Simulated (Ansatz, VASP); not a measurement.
**KF: VASP beside Ansatz**

```
CELL_PARAMETERS angstrom
3.08323 0.00000 0.00000
0.00000 3.08323 0.00000
0.00000 0.00000 3.08323
ATOMIC_POSITIONS crystal
K 0.00000 0.00000 0.00000
F 0.50000 0.50000 0.50000
```

Alike in both runs: task single point; functional LDA; k mesh 9 × 9 × 9; occupations fermi-dirac, width 0.02 eV; no spin polarisation.

```csv
,VASP,Ansatz
version,VASP 6.6.1,Ansatz 0.2.0
potentials or method,"VASP PAW LDA potentials, release 64 (K_sv, F), cutoff 600 eV","all-electron LAPW, scalar-relativistic"
```

Ansatz gave:

* gap on the k mesh at the Fermi level (eV): 7.21
* pressure (GPa): 0.0

What did VASP give for the same quantities?

gap on the k mesh at the Fermi level (eV): 7.21; pressure (GPa): 0.3.

LDA's correlation is that of Perdew and Zunger in VASP and of Perdew and Wang (1992) in Ansatz. Ansatz ran all-electron here, and VASP with PAW potentials.
